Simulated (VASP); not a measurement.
# SnO (P4/nmm) in VASP: notebook

The runs below take SnO through single point, with PBE.

Everything below comes from runs of VASP 6.6.1. Logs are shortened: lines on timing, memory, paths and dates and some standing lists are left out, and cuts for length are marked.

## 1. The cell of the first run

The structure is tetragonal, space group P4/nmm (No. 129). Conventional cell: a = 3.868 Å, b = 3.868 Å, c = 5.066 Å, α = 90.00°, β = 90.00°, γ = 90.00°. Within 3.0 Å of Sn (site symmetry 4mm) lie 4 O at 2.25 Å. Within 3.0 Å of O (site symmetry -4m2) lie 4 Sn at 2.25 Å and 4 O at 2.74 Å.

## 2. Single point, PBE

The input, INCAR:

```
SYSTEM = SnO
PREC = Accurate
ENCUT = 520
EDIFF = 1E-7
ISMEAR = 0
SIGMA = 0.01
LREAL = .False.
LASPH = .True.
NELM = 100
ALGO = Normal
ISIF = 2
LWAVE = .False.
LCHARG = .False.
GGA = PE
NBANDS = 28
```

The input, KPOINTS:

```
regular mesh
0
Gamma
  10 10 8
  0 0 0
```

The input, POSCAR:

```
SnO
1.0
    3.8682628323      0.0000000000      0.0000000000
    0.0000000000      3.8682628323      0.0000000000
    0.0000000000      0.0000000000      5.0662402388
Sn O
2 2
Direct
    0.0000000000      0.5000000000      0.2287756773
    0.5000000000      0.0000000000      0.7712243227
    0.5000000000      0.5000000000      0.0000000000
    0.0000000000      0.0000000000      0.0000000000
```

Potentials or basis: VASP PAW PBE potentials, release 64 (Sn_d, O).

Launch:

```console
$ cat potpaw_PBE.64/Sn_d/POTCAR potpaw_PBE.64/O/POTCAR > POTCAR
$ mpirun -np 1 vasp_std > vasp.out
```

OUTCAR:

```text
SYSTEM = SnO
   PREC = Accurate
   ENCUT = 520
   EDIFF = 1E-7
   ISMEAR = 0
   LREAL = .False.
   LASPH = .True.
   NELM = 100
   ISIF = 2
   GGA = PE

 ion  position               nearest neighbor table
   1  0.000  0.500  0.229-   3 2.25   4 2.25   4 2.25   3 2.25   2 3.59   2 3.59   2 3.59   2 3.59

   2  0.500  0.000  0.771-   3 2.25   4 2.25   3 2.25   4 2.25   1 3.59   1 3.59   1 3.59   1 3.59

   3  0.500  0.500  0.000-   1 2.25   2 2.25   2 2.25   1 2.25
   4  0.000  0.000  0.000-   1 2.25   2 2.25   1 2.25   2 2.25

  LATTYP: Found a simple tetragonal cell.
 ALAT       =     3.8682628323
 C/A-ratio  =     1.3096939010

  Lattice vectors:

 A1 = (   3.8682628323,   0.0000000000,   0.0000000000)
 A2 = (   0.0000000000,   3.8682628323,   0.0000000000)
 A3 = (   0.0000000000,   0.0000000000,   5.0662402388)

Analysis of symmetry for initial positions (statically):
=====================================================================
 Subroutine PRICEL returns:
 Original cell was already a primitive cell.

 Routine SETGRP: Setting up the symmetry group for a
 simple tetragonal supercell.

 Subroutine GETGRP returns: Found 16 space group operations
 (whereof  8 operations were pure point group operations)
 out of a pool of 16 trial point group operations.

The static configuration has the point symmetry D_2d.
 The point group associated with its full space group is D_4h.

Analysis of symmetry for dynamics (positions and initial velocities):
=====================================================================
 Subroutine PRICEL returns:
 Original cell was already a primitive cell.

 Routine SETGRP: Setting up the symmetry group for a
 simple tetragonal supercell.

 Subroutine GETGRP returns: Found 16 space group operations
 (whereof  8 operations were pure point group operations)
 out of a pool of 16 trial point group operations.

The dynamic configuration has the point symmetry D_2d.
 The point group associated with its full space group is D_4h.

 Subroutine INISYM returns: Found 16 space group operations
 (whereof  8 operations are pure point group operations),
 and found     1 'primitive' translations

----------------------------------------------------------------------------------------

                                     Primitive cell

  volume of cell :      75.8085

  direct lattice vectors                    reciprocal lattice vectors
     3.868262832  0.000000000  0.000000000     0.258513975  0.000000000  0.000000000
     0.000000000  3.868262832  0.000000000     0.000000000  0.258513975  0.000000000
     0.000000000  0.000000000  5.066240239     0.000000000  0.000000000  0.197385034

  length of vectors
     3.868262832  3.868262832  5.066240239     0.258513975  0.258513975  0.197385034

  position of ions in fractional coordinates (direct lattice)
     0.000000000  0.500000000  0.228775677
     0.500000000  0.000000000  0.771224323
     0.500000000  0.500000000  0.000000000
     0.000000000  0.000000000  0.000000000

  ion indices of the primitive-cell ions
   primitive index   ion index
                 1           1
                 2           2
                 3           3
                 4           4

----------------------------------------------------------------------------------------

 KPOINTS: regular mesh

Automatic generation of k-mesh.
 Grid dimensions read from file:
 generate k-points for:   10   10    8

 Generating k-lattice:

  Cartesian coordinates                     Fractional coordinates (reciprocal lattice)
     0.025851397  0.000000000  0.000000000     0.100000000  0.000000000  0.000000000
     0.000000000  0.025851397  0.000000000     0.000000000  0.100000000  0.000000000
     0.000000000  0.000000000  0.024673129     0.000000000  0.000000000  0.125000000

  Length of vectors
     0.025851397  0.025851397  0.024673129

  Shift w.r.t. Gamma in fractional coordinates (k-lattice)
     0.000000000  0.000000000  0.000000000

 Subroutine IBZKPT returns following result:
 ===========================================

 Found    105 irreducible k-points:

 Following reciprocal coordinates:
            Coordinates               Weight
  0.000000  0.000000  0.000000      1.000000
  0.100000  0.000000  0.000000      4.000000
  0.200000  0.000000  0.000000      4.000000
  0.300000  0.000000  0.000000      4.000000
  0.400000  0.000000  0.000000      4.000000
  0.500000  0.000000  0.000000      2.000000
[... 16 lines left out ...]
  0.100000  0.000000  0.125000      8.000000
  0.200000  0.000000  0.125000      8.000000
 [... further k-points ...]
   k-points           NKPTS =    105   k-points in BZ     NKDIM =    105   number of bands    NBANDS=     28
   number of dos      NEDOS =    301   number of ions     NIONS =      4
   total plane-waves  NPLWV =  36000
   dimension x,y,z NGX =    30 NGY =   30 NGZ =   40
   dimension x,y,z NGXF=    60 NGYF=   60 NGZF=   80
   ions per type =               2   2
   NGX,Y,Z   is equivalent  to a cutoff of  12.89, 12.89, 13.13 a.u.
   NGXF,Y,Z  is equivalent  to a cutoff of  25.79, 25.79, 26.25 a.u.
 SYSTEM =  SnO
   PREC   = accura    normal or accurate (medium, high low for compatibility)
   ISTART =      0    job   : 0-new  1-cont  2-samecut
   ICHARG =      2    charge: 1-file 2-atom 10-const
   ISPIN  =      1    spin polarized calculation?
   LNONCOLLINEAR =      F non collinear calculations
   LSORBIT =      F    spin-orbit coupling
   LASPH  =      T    aspherical Exc in radial PAW
   ENCUT  =  520.0 eV  38.22 Ry    6.18 a.u.   7.19  7.19  9.42*2*pi/ulx,y,z
   NELM   =    100;   NELMIN=  2; NELMDL= -5     # of ELM steps
   EDIFF  = 0.1E-06   stopping-criterion for ELM
   LREAL  =      F    real-space projection
   EDIFFG = 0.1E-05   stopping-criterion for IOM
   NSW    =      0    number of steps for IOM
   IBRION =     -1    ionic relax: 0-MD 1-quasi-New 2-CG
   NFREE  =      0    steps in history (QN), initial steepest desc. (CG)
   ISIF   =      2    stress and relaxation
   ISYM   =      2    0-nonsym 1-usesym 2-fastsym
   POTIM  = 0.5000    time-step for ionic-motion
   TEBEG  =    0.0;   TEEND  =   0.0 temperature during run
   PSTRESS=    0.0 pullay stress
   NELECT =      40.0000    total number of electrons
   NUPDOWN=      -1.0000    fix difference up-down
   EMIN   =  10.00;   EMAX   =-10.00  energy-range for DOS
   EFERMI =   0.00;   METHOD = LEGACY
   ISMEAR =     0;   SIGMA  =   0.01  broadening in eV -4-tet -1-fermi 0-gaus
   EFERMI_NEDOS =   21; number of points for ismear=-14 and -15
   IALGO  =     38    algorithm
   IMIX   =      4    mixing-type and parameters
     AMIX     =   0.40;   BMIX     =  1.00
     AMIX_MAG =   1.60;   BMIX_MAG =  1.00
  volume/ion in A,a.u.               =      18.95       127.90
  Fermi-wavevector in a.u.,A,eV,Ry     =   1.322885  2.499891 23.810549  1.750026
  Thomas-Fermi vector in A             =   2.452534
   LORBIT       =      0    0 simple, 1 ext, 2 COOP (PROOUT), +10 PAW based schemes
   GGA     = PE    functional components
   LHFCALC =     F    Hartree Fock is set to
   AEXX    =    0.0000 exact exchange contribution
   IVDW    =     0    specifies the selected vdW correction
   LEPSILON=     F    determine dielectric tensor
   LRPA    =     F    only Hartree local field effects (RPA)
 non-spin polarized calculation
 Gauss-broadening in eV      SIGMA  =   0.01
  energy-cutoff  :      520.00
  volume of cell :       75.81
 maximum number of plane-waves:      2060
 NGX is ok and might be reduce to    30
   NGX = 15   NGY = 15   NGZ = 19

 number of electron      39.9999994 magnetization

 Free energy of the ion-electron system (eV)
  ---------------------------------------------------
  ext. energy  EPLUGINS =         0.00000000
  ---------------------------------------------------
  free energy    TOTEN  =       -22.72594646 eV

  energy without entropy =      -22.72594646  energy(sigma->0) =      -22.72594646

 E-fermi :   6.2000     XC(G=0):  -9.8225

 val. band max:        6.1344188247   @ k =   0.1000   0.0000   0.0000
 cond. band min:       6.6398552612   @ k =   0.5000   0.5000   0.0000
 fundamental gap:      0.5054364365
 Fermi energy:         6.1999854953

 k-point     1 :       0.0000    0.0000    0.0000
  band No.  band energies     occupation
      1     -15.6073      2.00000
      2     -15.2433      2.00000
      3     -15.2384      2.00000
      4     -15.2384      2.00000
      5     -15.2091      2.00000
      6     -15.1945      2.00000
[... 20 lines left out ...]
     27      13.0890      0.00000
     28      13.5964      0.00000

 k-point     2 :       0.1000    0.0000    0.0000
  band No.  band energies     occupation
      1     -15.6022      2.00000
      2     -15.2420      2.00000
      3     -15.2370      2.00000
      4     -15.2368      2.00000
      5     -15.2102      2.00000
      6     -15.1916      2.00000
[... 20 lines left out ...]
     27      13.2697      0.00000
     28      14.3400      0.00000

 k-point     3 :       0.2000    0.0000    0.0000
  band No.  band energies     occupation
      1     -15.5874      2.00000
      2     -15.2704      2.00000
      3     -15.2334      2.00000
      4     -15.2318      2.00000
      5     -15.2131      2.00000
      6     -15.2126      2.00000
[... 20 lines left out ...]
     27      13.4709      0.00000
     28      15.8079      0.00000

 k-point     4 :       0.3000    0.0000    0.0000
  band No.  band energies     occupation
      1     -15.5641      2.00000
      2     -15.3473      2.00000
      3     -15.2290      2.00000
      4     -15.2240      2.00000
      5     -15.2167      2.00000
      6     -15.2083      2.00000
[... 578 lines left out ...]
     27      12.9914      0.00000
     28      13.7047      0.00000

 k-point    23 :       0.1000    0.0000    0.1250
  band No.  band energies     occupation
      1     -15.6010      2.00000
      2     -15.2438      2.00000
      3     -15.2353      2.00000
      4     -15.2343      2.00000
      5     -15.2090      2.00000
      6     -15.1906      2.00000
[... 20 lines left out ...]
     27      13.2361      0.00000
     28      14.3873      0.00000

 k-point    24 :       0.2000    0.0000    0.1250
  band No.  band energies     occupation
      1     -15.5866      2.00000
      2     -15.2734      2.00000
      3     -15.2337      2.00000
      4     -15.2291      2.00000
      5     -15.2134      2.00000
      6     -15.2117      2.00000
[... 20 lines left out ...]
     27      13.5474      0.00000
     28      15.7851      0.00000

 [... further k-points ...]

------------------------ aborting loop because EDIFF is reached ----------------------------------------

  FORCE on cell =-STRESS in cart. coord.  units (eV):
  Direction    XX          YY          ZZ          XY          YZ          ZX
  --------------------------------------------------------------------------------------
  -------------------------------------------------------------------------------------
  Total        0.0862936      0.0862936      0.1135467      0.0000000     -0.0000000      0.0000000
  in kB        1.8237748      1.8237748      2.3997579      0.0000000     -0.0000000      0.0000000
  external PRESSURE =       2.0157692 kB  Pullay stress =       0.0000000 kB

 VOLUME and BASIS-vectors are now :
 -----------------------------------------------------------------------------
  energy-cutoff  :      520.00
  volume of cell :       75.81
      direct lattice vectors                 reciprocal lattice vectors
     3.868262832  0.000000000  0.000000000     0.258513975  0.000000000  0.000000000
     0.000000000  3.868262832  0.000000000     0.000000000  0.258513975  0.000000000
     0.000000000  0.000000000  5.066240239     0.000000000  0.000000000  0.197385034

 POSITION                                       TOTAL-FORCE (eV/Angst)
 -----------------------------------------------------------------------------------
      0.00000      1.93413      1.15903         0.000000     -0.000000      0.076744
      1.93413      0.00000      3.90721        -0.000000      0.000000     -0.076744
      1.93413      1.93413      0.00000        -0.000000     -0.000000      0.000000
      0.00000      0.00000      0.00000         0.000000      0.000000      0.000000
 -----------------------------------------------------------------------------------
    total drift:                                0.000000      0.000000      0.000000

  FREE ENERGIE OF THE ION-ELECTRON SYSTEM (eV)
  ---------------------------------------------------
  free  energy   TOTEN  =       -22.7259464611 eV

  energy  without entropy=      -22.7259464611  energy(sigma->0) =      -22.72594646
```

Run time: 3.8 min. Hardware: 1 thread of AMD EPYC 7R13 (Zen 3), shared host; peak memory 0.27 GiB.

Results:

```yaml
Free_energy: -22.7259 eV
Pressure: 0.2 GPa
Largest_force: 0.077 eV/Å
Band_gap_on_the_k_mesh: 0.51 eV (least direct gap 1.91 eV)
```

Forces on the atoms (eV/Å):
```
Sn   0.000  0.000  0.077
Sn   0.000  0.000 -0.077
O    0.000  0.000  0.000
O    0.000  0.000  0.000
```

Caveat: spin-orbit coupling is left out, which moves the levels of the heavy elements.

## 3. Single point, PBE

The input, INCAR:

```
ALGO = Normal ; EDIFF = 1E-6
ENCUT = 520 ; GGA = PE
ISIF = 2 ; ISMEAR = 0
LASPH = True ; LCHARG = False
LREAL = False ; LWAVE = False
NBANDS = 28 ; NELM = 80
PREC = Accurate ; SIGMA = 0.02
```

The input, KPOINTS:

```
k-points
0
Gamma
  10 10 8
```

POSCAR is that of step 2.

Potentials or basis: VASP PAW PBE potentials, release 64 (Sn_d, O).

Launch:

```console
$ cat potpaw_PBE.64/Sn_d/POTCAR potpaw_PBE.64/O/POTCAR > POTCAR
$ mpirun -np 1 vasp_std > vasp.out
```

It took 2.5 min on 1 thread of AMD EPYC 7R13 (Zen 3), shared host; peak memory 0.28 GiB.

It converged, with:

| Property | Result |
| --- | --- |
| Free energy | -22.7259 eV |
| Pressure | 0.2 GPa |
| Largest force | 0.076 eV/Å |
| Band gap on the k mesh | 0.51 eV (least direct gap 1.91 eV) |

Forces on the atoms (eV/Å):
```
Sn   0.000  0.000  0.076
Sn   0.000  0.000 -0.076
O    0.000  0.000  0.000
O    0.000  0.000  0.000
```

Levels at points of the mesh, in eV from the valence-band top:
| k point | band 16 | band 17 | band 18 | band 19 | band 20 | band 21 | band 22 | band 23 | band 24 | band 25 |
| --- | --- | --- | --- | --- | --- | --- | --- | --- | --- | --- |
| (0.00, 0.00, 0.00) | -5.82 | -3.15 | -2.88 | -2.88 | 0.00 | 1.91 | 4.07 | 4.92 | 4.92 | 5.53 |
| (0.50, 0.00, 0.00) | -4.62 | -4.47 | -4.47 | -2.33 | -2.33 | 3.04 | 3.04 | 5.68 | 5.68 | 5.93 |
| (0.50, 0.50, 0.00) | -4.75 | -2.24 | -2.24 | -1.74 | -1.74 | 0.51 | 0.51 | 4.56 | 4.56 | 6.80 |
| (0.00, 0.00, 0.50) | -3.40 | -3.20 | -2.90 | -2.90 | -1.94 | 1.72 | 3.31 | 3.31 | 3.75 | 7.70 |
| (0.50, 0.00, 0.50) | -5.00 | -4.45 | -4.45 | -1.53 | -1.53 | 2.48 | 2.48 | 5.56 | 5.56 | 6.37 |
| (0.50, 0.50, 0.50) | -5.08 | -2.35 | -2.35 | -2.24 | -2.24 | 2.61 | 2.61 | 3.75 | 3.75 | 5.51 |

Caveat: spin-orbit coupling is left out, which moves the levels of the heavy elements. A k mesh can miss the band edges.
